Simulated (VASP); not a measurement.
# SiC (Moissanite) (P1) in VASP: a series of runs

Runs on SiC (Moissanite). Level: PBE. Tasks: single point.

All numbers are computed with VASP 6.6.1; they aren't measurements. Logs are shortened: lines on timing, memory, paths and dates and some standing lists are left out, and cuts for length are marked.

### 1 The cell of the first run

The typed cell holds 4 atoms: a = 3.076 Å, b = 3.076 Å, c = 5.048 Å, α = 90.00°, β = 90.00°, γ = 120.00°.

### 2 Single point, PBE

File INCAR:

```
  PREC = Accurate
  ENCUT = 520
  EDIFF = 1E-7
  ISMEAR = 0
  SIGMA = 0.01
  LREAL = F
  LASPH = T
  NELM = 100
  ALGO = Normal
  ISIF = 2
  LWAVE = F
  LCHARG = T
  GGA = PE
  LELF = T
  LVHAR = T
  NBANDS = 16
```

File KPOINTS:

```
Automatic mesh
0
Gamma
  5 5 3
```

File POSCAR:

```
SiC
1.0
    3.0760000000      0.0000000000      0.0000000000
   -1.5380000000      2.6638941400      0.0000000000
    0.0000000000      0.0000000000      5.0480000000
Si C
2 2
Direct
    0.3333333340      0.6666666679      0.0000000000
    0.6666666660      0.3633333321      0.5000000000
    0.3333333340      0.6666666679      0.3850000000
    0.6666666660      0.3333333321      0.8850000000
```

Potentials or basis: VASP PAW PBE potentials, release 64 (Si, C).

Command:

```bash
$ cat potpaw_PBE.64/Si/POTCAR potpaw_PBE.64/C/POTCAR > POTCAR
$ mpirun -np 1 vasp_std > vasp.out
```

OUTCAR:

```text
PREC = Accurate
   ENCUT = 520
   EDIFF = 1E-7
   ISMEAR = 0
   LREAL = F
   LASPH = T
   NELM = 100
   ISIF = 2
   GGA = PE

 ion  position               nearest neighbor table
   1  0.333  0.667  0.000-   4 1.87   4 1.87   4 1.87   3 1.94   2 3.04   2 3.04   2 3.09   2 3.09
                             2 3.13   2 3.13
   2  0.667  0.363  0.500-   3 1.79   3 1.87   3 1.95   4 1.95   1 3.04   1 3.04   1 3.09   1 3.09
                             1 3.13   1 3.13
   3  0.333  0.667  0.385-   2 1.79   2 1.87   1 1.94   2 1.95
   4  0.667  0.333  0.885-   1 1.87   1 1.87   1 1.87   2 1.95

  LATTYP: Found a hexagonal cell.
 ALAT       =     3.0760000000
 C/A-ratio  =     1.6410923277

  Lattice vectors:

 A1 = (   3.0760000000,   0.0000000000,   0.0000000000)
 A2 = (  -1.5380000000,   2.6638941400,   0.0000000000)
 A3 = (   0.0000000000,   0.0000000000,   5.0480000000)

Analysis of symmetry for initial positions (statically):
=====================================================================
 Subroutine PRICEL returns:
 Original cell was already a primitive cell.

 Routine SETGRP: Setting up the symmetry group for a
 hexagonal supercell.

 Subroutine GETGRP returns: Found  1 space group operations
 (whereof  1 operations were pure point group operations)
 out of a pool of 24 trial point group operations.

The static configuration has the point symmetry C_1 .

Analysis of symmetry for dynamics (positions and initial velocities):
=====================================================================
 Subroutine PRICEL returns:
 Original cell was already a primitive cell.

 Routine SETGRP: Setting up the symmetry group for a
 hexagonal supercell.

 Subroutine GETGRP returns: Found  1 space group operations
 (whereof  1 operations were pure point group operations)
 out of a pool of 24 trial point group operations.

The dynamic configuration has the point symmetry C_1 .

 Subroutine INISYM returns: Found  1 space group operations
 (whereof  1 operations are pure point group operations),
 and found     1 'primitive' translations

----------------------------------------------------------------------------------------

                                     Primitive cell

  volume of cell :      41.3640

  direct lattice vectors                    reciprocal lattice vectors
[... 86 lines left out ...]
   LNONCOLLINEAR =      F non collinear calculations
   LSORBIT =      F    spin-orbit coupling
   LASPH  =      T    aspherical Exc in radial PAW
   ENCUT  =  520.0 eV  38.22 Ry    6.18 a.u.   5.72  5.72  9.39*2*pi/ulx,y,z
   NELM   =    100;   NELMIN=  2; NELMDL= -5     # of ELM steps
   EDIFF  = 0.1E-06   stopping-criterion for ELM
   LREAL  =      F    real-space projection
   EDIFFG = 0.1E-05   stopping-criterion for IOM
   NSW    =      0    number of steps for IOM
   IBRION =     -1    ionic relax: 0-MD 1-quasi-New 2-CG
   NFREE  =      0    steps in history (QN), initial steepest desc. (CG)
   ISIF   =      2    stress and relaxation
   ISYM   =      2    0-nonsym 1-usesym 2-fastsym
   POTIM  = 0.5000    time-step for ionic-motion
   TEBEG  =    0.0;   TEEND  =   0.0 temperature during run
   PSTRESS=    0.0 pullay stress
   NELECT =      16.0000    total number of electrons
   NUPDOWN=      -1.0000    fix difference up-down
   EMIN   =  10.00;   EMAX   =-10.00  energy-range for DOS
   EFERMI =   0.00;   METHOD = LEGACY
   ISMEAR =     0;   SIGMA  =   0.01  broadening in eV -4-tet -1-fermi 0-gaus
   EFERMI_NEDOS =   21; number of points for ismear=-14 and -15
   IALGO  =     38    algorithm
   IMIX   =      4    mixing-type and parameters
     AMIX     =   0.40;   BMIX     =  1.00
     AMIX_MAG =   1.60;   BMIX_MAG =  1.00
  volume/ion in A,a.u.               =      10.34        69.78
  Fermi-wavevector in a.u.,A,eV,Ry     =   1.192817  2.254098 19.358549  1.422813
  Thomas-Fermi vector in A             =   2.328847
   LORBIT       =      0    0 simple, 1 ext, 2 COOP (PROOUT), +10 PAW based schemes
   GGA     = PE    functional components
   LHFCALC =     F    Hartree Fock is set to
   AEXX    =    0.0000 exact exchange contribution
   IVDW    =     0    specifies the selected vdW correction
   LEPSILON=     F    determine dielectric tensor
   LRPA    =     F    only Hartree local field effects (RPA)
 non-spin polarized calculation
 Gauss-broadening in eV      SIGMA  =   0.01
  energy-cutoff  :      520.00
  volume of cell :       41.36
 maximum number of plane-waves:      1118
   NGX = 11   NGY = 11   NGZ = 19

 number of electron      16.0000000 magnetization

 Free energy of the ion-electron system (eV)
  ---------------------------------------------------
  ext. energy  EPLUGINS =         0.00000000
  ---------------------------------------------------
  free energy    TOTEN  =       -29.93278171 eV

  energy without entropy =      -29.93278171  energy(sigma->0) =      -29.93278171

 E-fermi :   8.5738     XC(G=0): -11.3452

 val. band max:        8.4808146724   @ k =   0.0000   0.0000   0.0000
 cond. band min:      11.1393803773   @ k =   0.0000   0.4000   0.0000
 fundamental gap:      2.6585657049
 Fermi energy:         8.5738474237

 k-point     1 :       0.0000    0.0000    0.0000
  band No.  band energies     occupation
      1      -7.3126      2.00000
      2      -3.8116      2.00000
      3      -0.2795      2.00000
      4       6.6485      2.00000
      5       7.0328      2.00000
      6       7.9628      2.00000
[... 433 lines left out ...]
      3       0.3378      2.00000
      4       1.5141      2.00000
      5       4.4747      2.00000
      6       5.4267      2.00000
[... 8 lines left out ...]
     15      20.1574      0.00000
     16      20.4242      0.00000

 [... further k-points ...]
[... 5 lines left out ...]
  --------------------------------------------------------------------------------------
  -------------------------------------------------------------------------------------
  Total        2.2890064      0.8727023      0.1277860     -0.5052408     -0.3947139      0.3786717
  in kB       88.6614753     33.8029079      4.9496138    -19.5697997    -15.2886949     14.6673203
  external PRESSURE =      42.4713323 kB  Pullay stress =       0.0000000 kB

 VOLUME and BASIS-vectors are now :
 -----------------------------------------------------------------------------
  energy-cutoff  :      520.00
  volume of cell :       41.36
      direct lattice vectors                 reciprocal lattice vectors
     3.076000000  0.000000000  0.000000000     0.325097529  0.187695146  0.000000000
    -1.538000000  2.663894140  0.000000000     0.000000000  0.375390292  0.000000000
     0.000000000  0.000000000  5.048000000     0.000000000  0.000000000  0.198098257

 POSITION                                       TOTAL-FORCE (eV/Angst)
 -----------------------------------------------------------------------------------
      0.00000      1.77593      0.00000        -0.028594      0.044310      0.747922
      1.49186      0.96788      2.52400         1.237820     -1.629149      0.884698
      0.00000      1.77593      1.94348        -1.107710      1.406711     -0.882064
      1.53800      0.88796      4.46748        -0.101516      0.178128     -0.750556
 -----------------------------------------------------------------------------------
    total drift:                               -0.000051      0.000052     -0.000278

  FREE ENERGIE OF THE ION-ELECTRON SYSTEM (eV)
  ---------------------------------------------------
  free  energy   TOTEN  =       -29.9327817072 eV

  energy  without entropy=      -29.9327817072  energy(sigma->0) =      -29.93278171
```

OSZICAR:

```text
N       E                     dE             d eps       ncg     rms          rms(c)
DAV:   1     0.254572348290E+02    0.25457E+02   -0.71165E+03  1216   0.894E+02
DAV:   2    -0.312195502980E+02   -0.56677E+02   -0.51806E+02  1736   0.158E+02
DAV:   3    -0.337183245950E+02   -0.24988E+01   -0.24897E+01  1592   0.306E+01
DAV:   4    -0.337365978324E+02   -0.18273E-01   -0.18270E-01  1512   0.321E+00
DAV:   5    -0.337367773637E+02   -0.17953E-03   -0.17953E-03  1584   0.300E-01    0.126E+01
DAV:   6    -0.300288790236E+02    0.37079E+01   -0.66584E+00  1536   0.158E+01    0.567E+00
DAV:   7    -0.299504803016E+02    0.78399E-01   -0.11090E+00  1776   0.618E+00    0.250E+00
DAV:   8    -0.299337842635E+02    0.16696E-01   -0.46341E-02  1448   0.138E+00    0.637E-01
DAV:   9    -0.299324259621E+02    0.13583E-02   -0.74713E-03  1632   0.589E-01    0.125E-01
DAV:  10    -0.299327519713E+02   -0.32601E-03   -0.10152E-03  1432   0.186E-01    0.582E-02
DAV:  11    -0.299327805497E+02   -0.28578E-04   -0.85602E-05  1392   0.660E-02    0.144E-02
DAV:  12    -0.299327811147E+02   -0.56504E-06   -0.66013E-06  1624   0.166E-02    0.437E-03
DAV:  13    -0.299327816927E+02   -0.57797E-06   -0.76624E-07  1512   0.560E-03    0.249E-03
DAV:  14    -0.299327817072E+02   -0.14525E-07   -0.29827E-08   896   0.124E-03
   1 F= -.29932782E+02 E0= -.29932782E+02  d E =-.193987E-41
```

stdout:

```text
POSCAR found type information on POSCAR SiC
 POSCAR found :  2 types and       4 ions
 scaLAPACK will be used
 LDA part: xc-table for (Slater+PW92), standard interpolation
 POSCAR, INCAR and KPOINTS ok, starting setup
 FFT: planning ... GRIDC
 FFT: planning ... GRID_SOFT
 FFT: planning ... GRID
 WAVECAR not read
 entering main loop
```

Wall time 20 s (1 thread of Intel Xeon 6975P-C, shared host); peak memory 0.16 GiB.

What came out:

```
Free energy            : -29.9328 eV
Pressure               : 4.2 GPa
Largest force          : 2.229 eV/Å
Band gap on the k mesh : 2.66 eV, indirect (least direct gap 4.11 eV)
```

Forces on the atoms (eV/Å):
```
Si  -0.029  0.044  0.748
Si   1.238 -1.629  0.885
C   -1.108  1.407 -0.882
C   -0.102  0.178 -0.751
```

Caveat: the k points lie up to 0.47 Å⁻¹ apart; forces of over 1 eV/Å act on the atoms, so gaps and moduli don't describe the material at rest. A hybrid or GW would open this gap; PBE tends to underestimate it.

### 3 Single point, PBE

File INCAR:

```
SYSTEM = SiC
PREC     = Accurate       ! precision mode
ENCUT    = 520            ! plane-wave cutoff, eV
EDIFF    = 1E-7           ! SCF threshold, eV
ISMEAR   = 0              ! smearing method
SIGMA    = 0.01           ! smearing width, eV
LREAL    = .FALSE.        ! projectors in reciprocal space
LASPH    = .TRUE.         ! aspherical terms in the spheres
NELM     = 100            ! most SCF steps
ALGO     = Normal         ! electronic algorithm
ISIF     = 2              ! what is computed and relaxed
LWAVE    = .FALSE.        ! write WAVECAR
LCHARG   = .FALSE.        ! write CHGCAR
GGA      = PE             ! functional
NBANDS   = 16             ! bands
```

File KPOINTS:

```
regular mesh
0
G
  5 5 3
  0 0 0
```

POSCAR, as its differences from that of step 2:

```diff
@@ -9,3 +9,3 @@
     0.3333333340      0.6666666679      0.0000000000
-    0.6666666660      0.3633333321      0.5000000000
+    0.6666666660      0.3733333321      0.5000000000
     0.3333333340      0.6666666679      0.3850000000
```

Potentials or basis: VASP PAW PBE potentials, release 64 (Si, C).

Command:

```bash
$ cat potpaw_PBE.64/Si/POTCAR potpaw_PBE.64/C/POTCAR > POTCAR
$ mpirun -np 1 vasp_std > vasp.out
```

Wall time 21 s (1 thread of Intel Xeon 6975P-C, shared host); peak memory 0.16 GiB.

The run converged. Its results:

| Property | Result |
| --- | --- |
| Free energy | -29.8598 eV |
| Pressure | 4.7 GPa |
| Largest force | 2.935 eV/Å |
| Band gap on the k mesh | 2.57 eV, indirect (least direct gap 4.06 eV) |

Forces on the atoms (eV/Å):
```
Si  -0.039  0.058  0.755
Si   1.759 -2.126  1.000
C   -1.585  1.831 -0.995
C   -0.135  0.238 -0.759
```

Stress tensor (GPa, compression positive):
```
10.39 -2.76  2.17
-2.76  3.09 -1.95
 2.17 -1.95  0.65
```

Levels at points of the mesh, in eV from the valence-band top:
```
           k point  band 4  band 5  band 6  band 7  band 8  band 9  band 10  band 11  band 12  band 13
(0.00, 0.00, 0.00)   -1.96   -1.46   -0.63   -0.21    0.00    4.45     5.88     6.16     6.63     7.40
```

Caveat: the k points lie up to 0.47 Å⁻¹ apart; forces of over 1 eV/Å act on the atoms, so gaps and moduli don't describe the material at rest. PBE gaps usually lie below the measured ones, often by a third to a half.
